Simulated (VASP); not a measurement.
Write the native input for VASP 6.6.1 that does the following.

```
Task                   : single point
Functional             : PBE
Potentials or basis    : VASP PAW PBE potentials, release 64 (Rb_sv, Ag)
Cutoff                 : 500 eV
k mesh                 : 4 × 4 × 4
Occupations            : gaussian, width 0.1 eV
Spin                   : no spin polarisation
Dipole correction      : no
Further INCAR settings : ALGO = Normal; EDIFF = 1e-06; NBANDS = 34
```

The structure of Rb2Ag3 lies in POSCAR:

```
Rb2Ag3
1.0
    6.4676085406      0.0000000000      0.0000000000
    0.0000000000      6.4676085406      0.0000000000
    0.0000000000      0.0000000000      6.4676085406
Rb Ag
2 3
Direct
    0.0000000000      0.0000000000      0.0000000000
    0.5000000000      0.5000000000      0.5000000000
    0.5000000000      0.0000000000      0.0000000000
    0.0000000000      0.5000000000      0.0000000000
    0.0000000000      0.0000000000      0.5000000000
```

The cell was built from a structure type or drawn by symmetry, and may not be a known phase.

These files were run (other wordings do the same):

INCAR

```
SYSTEM = Rb2Ag3
ALGO = Normal ; EDIFF = 1E-6
ENCUT = 500 ; GGA = PE
GGA_COMPAT = .False. ; ISIF = 2
ISMEAR = 0 ; LASPH = .True.
LCHARG = .True. ; LELF = .True.
LREAL = .False. ; LVHAR = .True.
LWAVE = .False. ; NBANDS = 34
NELM = 120 ; PREC = Accurate
SIGMA = 0.1
```

KPOINTS

```
k-points
0
Gamma
  4 4 4
  0 0 0
```

Potentials or basis: VASP PAW PBE potentials, release 64 (Rb_sv, Ag).

Launch:

```console
$ cat potpaw_PBE.64/Rb_sv/POTCAR potpaw_PBE.64/Ag/POTCAR > POTCAR
$ mpirun -np 1 vasp_std > vasp.out
```

Results of the run:

- Pressure: 0.0 GPa
- Band gap on the k mesh: zero (an odd number of electrons rules out a gap without spin polarisation)

Run time: 87 s on 1 thread of Intel Xeon 8259CL (shared host), peak memory 0.35 GiB.
